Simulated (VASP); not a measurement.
# Mo in VASP: single point with LDA

Aim: the single point of Mo with LDA.

All numbers are computed with VASP 6.6.1; they aren't measurements. Logs are shortened: lines on timing, memory, paths and dates and some standing lists are left out, and cuts for length are marked.

### 1 The cell of the first run

The cell holds a slab with vacuum, 2 atoms: a = 4.401 Å, b = 4.401 Å, c = 16.898 Å, α = 90.00°, β = 90.00°, γ = 120.00°.

### 2 Single point, LDA

File INCAR:

```
SYSTEM = Mo
PREC = Accurate ; ENCUT = 520
EDIFF = 1E-7 ; ISMEAR = -1
SIGMA = 0.1 ; LREAL = .False.
LASPH = .True. ; NELM = 60
ALGO = Normal ; ISIF = 2
LWAVE = .False. ; LCHARG = .True.
LDIPOL = .True. ; IDIPOL = 3
DIPOL = 0.5 0.5 0.500 ; GGA = CA
LELF = .True. ; LVHAR = .True.
LVACPOTAV = .True. ; NBANDS = 21
```

File KPOINTS:

```
regular mesh
0
Gamma
  9 9 1
  0 0 0
```

File POSCAR:

```
Mo
1.0
    4.4006566657      0.0000000000      0.0000000000
   -2.2003283328      3.8110804658      0.0000000000
    0.0000000000      0.0000000000     16.8983000000
Mo
2
Direct
    0.8333333333      0.1666666667      0.4834955734
    0.1666666667      0.8333333333      0.5165044266
```

Potentials or basis: VASP PAW LDA potentials, release 64 (Mo_sv).

Launch:

```console
cat potpaw_LDA.64/Mo_sv/POTCAR > POTCAR
mpirun -np 1 vasp_std > vasp.out
```

OUTCAR:

```text
SYSTEM = Mo
   PREC = Accurate
   ENCUT = 520
   EDIFF = 1E-7
   ISMEAR = -1
   LREAL = .False.
   LASPH = .True.
   NELM = 60
   ISIF = 2
   GGA = CA

 ion  position               nearest neighbor table
   1  0.833  0.167  0.483-   2 2.60   2 2.60   2 2.60
   2  0.167  0.833  0.517-   1 2.60   1 2.60   1 2.60

  LATTYP: Found a hexagonal cell.
 ALAT       =     4.4006566657
 C/A-ratio  =     3.8399496447

  Lattice vectors:

 A1 = (   4.4006566657,   0.0000000000,   0.0000000000)
 A2 = (  -2.2003283328,   3.8110804658,   0.0000000000)
 A3 = (   0.0000000000,   0.0000000000,  16.8983000000)

Analysis of symmetry for initial positions (statically):
=====================================================================
 Subroutine PRICEL returns:
 Original cell was already a primitive cell.

 Routine SETGRP: Setting up the symmetry group for a
 hexagonal supercell.

 Subroutine GETGRP returns: Found 12 space group operations
 (whereof  4 operations were pure point group operations)
 out of a pool of 24 trial point group operations.

The static configuration has the point symmetry C_2h.
 The point group associated with its full space group is D_3d.

Analysis of symmetry for dynamics (positions and initial velocities):
=====================================================================
 Subroutine PRICEL returns:
 Original cell was already a primitive cell.

 Routine SETGRP: Setting up the symmetry group for a
 hexagonal supercell.

 Subroutine GETGRP returns: Found 12 space group operations
 (whereof  4 operations were pure point group operations)
 out of a pool of 24 trial point group operations.

The dynamic configuration has the point symmetry C_2h.
 The point group associated with its full space group is D_3d.

 Subroutine INISYM returns: Found 12 space group operations
 (whereof  4 operations are pure point group operations),
 and found     1 'primitive' translations

----------------------------------------------------------------------------------------

                                     Primitive cell

  volume of cell :     283.4057

  direct lattice vectors                    reciprocal lattice vectors
     4.400656666  0.000000000  0.000000000     0.227238814  0.131196390  0.000000000
    -2.200328333  3.811080466  0.000000000     0.000000000  0.262392780  0.000000000
     0.000000000  0.000000000 16.898300000     0.000000000  0.000000000  0.059177550

  length of vectors
     4.400656666  4.400656666 16.898300000     0.262392780  0.262392780  0.059177550

  position of ions in fractional coordinates (direct lattice)
     0.833333333  0.166666667  0.483495573
     0.166666667  0.833333333  0.516504427

  ion indices of the primitive-cell ions
   primitive index   ion index
                 1           1
                 2           2

----------------------------------------------------------------------------------------

 KPOINTS: regular mesh

Automatic generation of k-mesh.
 Grid dimensions read from file:
 generate k-points for:    9    9    1

 Generating k-lattice:

  Cartesian coordinates                     Fractional coordinates (reciprocal lattice)
     0.025248757  0.014577377  0.000000000     0.111111111  0.000000000  0.000000000
     0.000000000  0.029154753  0.000000000     0.000000000  0.111111111  0.000000000
     0.000000000  0.000000000  0.059177550     0.000000000  0.000000000  1.000000000

  Length of vectors
     0.029154753  0.029154753  0.059177550

  Shift w.r.t. Gamma in fractional coordinates (k-lattice)
     0.000000000  0.000000000  0.000000000

 Subroutine IBZKPT returns following result:
 ===========================================

 Found     12 irreducible k-points:

 Following reciprocal coordinates:
            Coordinates               Weight
  0.000000  0.000000  0.000000      1.000000
  0.111111 -0.000000  0.000000      6.000000
  0.222222 -0.000000  0.000000      6.000000
  0.333333 -0.000000  0.000000      6.000000
  0.444444 -0.000000  0.000000      6.000000
  0.111111  0.111111  0.000000      6.000000
  0.222222  0.111111  0.000000     12.000000
  0.333333  0.111111  0.000000     12.000000
  0.444444  0.111111  0.000000      6.000000
  0.222222  0.222222  0.000000      6.000000
  0.333333  0.222222  0.000000     12.000000
  0.333333  0.333333  0.000000      2.000000
   k-points           NKPTS =     12   k-points in BZ     NKDIM =     12   number of bands    NBANDS=     21
   number of dos      NEDOS =    301   number of ions     NIONS =      2
   total plane-waves  NPLWV = 163296
   dimension x,y,z NGX =    36 NGY =   36 NGZ =  126
   dimension x,y,z NGXF=    72 NGYF=   72 NGZF=  252
   ions per type =               2
   NGX,Y,Z   is equivalent  to a cutoff of  13.60, 13.60, 12.40 a.u.
   NGXF,Y,Z  is equivalent  to a cutoff of  27.20, 27.20, 24.79 a.u.
 SYSTEM =  Mo
   PREC   = accura    normal or accurate (medium, high low for compatibility)
   ISTART =      0    job   : 0-new  1-cont  2-samecut
   ICHARG =      2    charge: 1-file 2-atom 10-const
   ISPIN  =      1    spin polarized calculation?
   LNONCOLLINEAR =      F non collinear calculations
   LSORBIT =      F    spin-orbit coupling
   LASPH  =      T    aspherical Exc in radial PAW
   ENCUT  =  520.0 eV  38.22 Ry    6.18 a.u.   8.18  8.18 31.42*2*pi/ulx,y,z
   NELM   =     60;   NELMIN=  2; NELMDL= -5     # of ELM steps
   EDIFF  = 0.1E-06   stopping-criterion for ELM
   LREAL  =      F    real-space projection
   EDIFFG = 0.1E-05   stopping-criterion for IOM
   NSW    =      0    number of steps for IOM
   IBRION =     -1    ionic relax: 0-MD 1-quasi-New 2-CG
   NFREE  =      0    steps in history (QN), initial steepest desc. (CG)
   ISIF   =      2    stress and relaxation
   ISYM   =      2    0-nonsym 1-usesym 2-fastsym
   POTIM  = 0.5000    time-step for ionic-motion
   TEBEG  =    0.0;   TEEND  =   0.0 temperature during run
   PSTRESS=    0.0 pullay stress
   NELECT =      28.0000    total number of electrons
   NUPDOWN=      -1.0000    fix difference up-down
   EMIN   =  10.00;   EMAX   =-10.00  energy-range for DOS
   EFERMI =   0.00;   METHOD = LEGACY
   ISMEAR =    -1;   SIGMA  =   0.10  broadening in eV -4-tet -1-fermi 0-gaus
   EFERMI_NEDOS =   21; number of points for ismear=-14 and -15
   IALGO  =     38    algorithm
   IMIX   =      4    mixing-type and parameters
     AMIX     =   0.40;   BMIX     =  1.00
     AMIX_MAG =   1.60;   BMIX_MAG =  1.00
  volume/ion in A,a.u.               =     141.70       956.26
  Fermi-wavevector in a.u.,A,eV,Ry     =   0.756818  1.430178  7.793051  0.572773
  Thomas-Fermi vector in A             =   1.855024
   LORBIT       =      0    0 simple, 1 ext, 2 COOP (PROOUT), +10 PAW based schemes
   GGA     = CA    functional components
   LHFCALC =     F    Hartree Fock is set to
   AEXX    =    0.0000 exact exchange contribution
   IVDW    =     0    specifies the selected vdW correction
   LEPSILON=     F    determine dielectric tensor
   LRPA    =     F    only Hartree local field effects (RPA)
 non-spin polarized calculation
  energy-cutoff  :      520.00
  volume of cell :      283.41
 maximum number of plane-waves:      7648
 NGX is ok and might be reduce to    36
   NGX = 17   NGY = 17   NGZ = 63

 dipolmoment           0.000000      0.000000      0.000000 electrons x Angstroem

 number of electron      28.0000003 magnetization

 dipolmoment           0.000000      0.000000     -0.000000 electrons x Angstroem

 Free energy of the ion-electron system (eV)
  ---------------------------------------------------
  ext. energy  EPLUGINS =         0.00000000
  ---------------------------------------------------
  free energy    TOTEN  =       -16.26417072 eV

  energy without entropy =      -16.21878296  energy(sigma->0) =      -16.24147684

 E-fermi :  -2.7116     XC(G=0):  -2.8751

 val. band max:       -2.8896288163   @ k =   0.1111   0.1111   0.0000
 cond. band min:      -2.5039070836   @ k =   0.1111   0.1111   0.0000
 fundamental gap:      0.3857217327
 Fermi energy:        -2.7115603603

 k-point     1 :       0.0000    0.0000    0.0000
  band No.  band energies     occupation
      1     -62.9209      2.00000
      2     -62.6352      2.00000
      3     -37.4327      2.00000
      4     -37.4327      2.00000
      5     -37.2363      2.00000
      6     -37.0973      2.00000
[... 13 lines left out ...]
     20      -0.4219      0.00000
     21       1.5556      0.00000

 k-point     2 :       0.1111   -0.0000    0.0000
  band No.  band energies     occupation
      1     -62.9134      2.00000
      2     -62.6430      2.00000
      3     -37.4426      2.00000
      4     -37.4294      2.00000
      5     -37.2170      2.00000
      6     -37.1070      2.00000
[... 13 lines left out ...]
     20      -0.2145      0.00000
     21       1.6729      0.00000

 k-point     3 :       0.2222   -0.0000    0.0000
  band No.  band energies     occupation
      1     -62.8922      2.00000
      2     -62.6649      2.00000
      3     -37.4666      2.00000
      4     -37.4170      2.00000
      5     -37.1673      2.00000
      6     -37.1328      2.00000
[... 13 lines left out ...]
     20       0.1955      0.00000
     21       2.0258      0.00000
[... 169 lines left out ...]
 k-point    11 :       0.3333    0.2222    0.0000
  band No.  band energies     occupation
      1     -62.8119      2.00000
      2     -62.7468      2.00000
      3     -37.5407      2.00000
      4     -37.3231      2.00000
      5     -37.2299      2.00000
      6     -36.9831      2.00000
[... 13 lines left out ...]
     20       1.1376      0.00000
     21       1.3664      0.00000

 k-point    12 :       0.3333    0.3333    0.0000
  band No.  band energies     occupation
      1     -62.7794      2.00000
      2     -62.7794      2.00000
      3     -37.5517      2.00000
      4     -37.2743      2.00000
      5     -37.2743      2.00000
      6     -36.8897      2.00000
[... 13 lines left out ...]
     20       0.0803      0.00000
     21       1.2128      0.00000

------------------------ aborting loop because EDIFF is reached ----------------------------------------

  FORCE on cell =-STRESS in cart. coord.  units (eV):
  Direction    XX          YY          ZZ          XY          YZ          ZX
  --------------------------------------------------------------------------------------
  -------------------------------------------------------------------------------------
  Total      -11.3775644    -11.3775644     -0.0042156     -0.0000000      0.0000000      0.0000000
  in kB      -64.3207745    -64.3207745     -0.0238318     -0.0000000      0.0000000      0.0000000
  external PRESSURE =     -42.8884602 kB  Pullay stress =       0.0000000 kB

 VOLUME and BASIS-vectors are now :
 -----------------------------------------------------------------------------
  energy-cutoff  :      520.00
  volume of cell :      283.41
      direct lattice vectors                 reciprocal lattice vectors
     4.400656666  0.000000000  0.000000000     0.227238814  0.131196390  0.000000000
    -2.200328333  3.811080466  0.000000000     0.000000000  0.262392780  0.000000000
     0.000000000  0.000000000 16.898300000     0.000000000  0.000000000  0.059177550

 POSITION                                       TOTAL-FORCE (eV/Angst)
 -----------------------------------------------------------------------------------
      3.30049      0.63518      8.17025         0.000000     -0.000000     -0.022031
     -1.10016      3.17590      8.72805        -0.000000      0.000000      0.022031
 -----------------------------------------------------------------------------------
    total drift:                               -0.000001      0.000000     -0.000000

  FREE ENERGIE OF THE ION-ELECTRON SYSTEM (eV)
  ---------------------------------------------------
  free  energy   TOTEN  =       -16.2641707212 eV

  energy  without entropy=      -16.2187829573  energy(sigma->0) =      -16.24147684

 vacuum level on the upper side and lower side of the slab         1.941         1.941
```

Wall time 2.4 min (1 thread of Intel Xeon 8259CL, shared host); peak memory 0.32 GiB.

What came out:

- Free energy: -16.2642 eV
- Largest force: 0.022 eV/Å
- Band gap on the k mesh: 0.39 eV

Forces on the atoms (eV/Å):
```
Mo   0.000  0.000 -0.022
Mo   0.000  0.000  0.022
```

Levels at points of the mesh, in eV from the valence-band top:
| k point | band 10 | band 11 | band 12 | band 13 | band 14 | band 15 | band 16 | band 17 | band 18 | band 19 |
| --- | --- | --- | --- | --- | --- | --- | --- | --- | --- | --- |
| (0.00, 0.00, 0.00) | -1.11 | -1.11 | -0.43 | -0.43 | -0.38 | 0.61 | 1.09 | 1.09 | 1.55 | 2.47 |
